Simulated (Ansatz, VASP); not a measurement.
## One calculation of Li2S, two programs

The input INCAR:

```
ALGO = Normal
EDIFF = 1E-8
ENCUT = 650
GGA_COMPAT = False
ISIF = 2
ISMEAR = -1
LASPH = True
LCHARG = False
LEFG = True
LREAL = False
LWAVE = False
NBANDS = 13
NELM = 120
PREC = Accurate
SIGMA = 0.02
```

Contents of KPOINTS:

```
k-points
0
Gamma
  7 7 7
```

The input POSCAR:

```
Li2S
1.0
    0.0000000000      2.8540000000      2.8540000000
    2.8540000000      0.0000000000      2.8540000000
    2.8540000000      2.8540000000      0.0000000000
Li S
2 1
Direct
    0.2500000000      0.2500000000      0.2500000000
    0.7500000000      0.7500000000      0.7500000000
    0.0000000000      0.0000000000      0.0000000000
```

Input for Ansatz:

```yaml
crystal:
  lattice:
    - [0.0, 2.854, 2.854]
    - [2.854, 0.0, 2.854]
    - [2.854, 2.854, 0.0]
  atoms:
    - { symbol: Li, position: [0.25, 0.25, 0.25] }
    - { symbol: Li, position: [0.75, 0.75, 0.75] }
    - { symbol: S, position: [0.0, 0.0, 0.0] }
kpoints:
  mp_grid: { grid: [7, 7, 7] }
  band_path:
    path:
      - [0.0, 0.0, 0.0]
      - [0.5, 0.0, 0.5]
      - [0.625, 0.25, 0.625]
      - [0.375, 0.375, 0.75]
      - [0.0, 0.0, 0.0]
      - [0.5, 0.5, 0.5]
      - [0.5, 0.25, 0.75]
      - [0.5, 0.0, 0.5]
    npoints: 14
scf:
  occupations: { method: fermi_dirac, width: 0.02 }
hamiltonian:
  xc: lda
  pseudopotentials: { kind: paw }
output:
  forces: true
  stress: true
  eigenvalues: true
  efg: { contact_densities: true }
  populations: true
  bader: true
  dos: { projected: true, de: 0.2, e_range: [-14, 8] }
  write_density: true
  write_potential: true
  elf: true
  volumetric_format: npy
```

Alike in both runs: task electric field gradients; functional LDA; k mesh 7 × 7 × 7; occupations fermi-dirac, width 0.02 eV; no spin polarisation.

```csv
,VASP,Ansatz
version,VASP 6.6.1,Ansatz 0.2.0
potentials or method,"VASP PAW LDA potentials, release 64 (Li_sv, S)","PAW with Ansatz's default frozen-core files, scalar-relativistic"
plane-wave cutoff (eV),650,420
valence electrons in the cell,12,12
```

VASP gave:

```
gap on the k mesh at the Fermi level (eV) : 3.32
pressure (GPa)                            : -3.1
```

Which values does Ansatz return?

gap on the k mesh at the Fermi level (eV): 3.32; pressure (GPa): -3.0.

LDA's correlation is that of Perdew and Zunger in VASP and of Perdew and Wang (1992) in Ansatz.
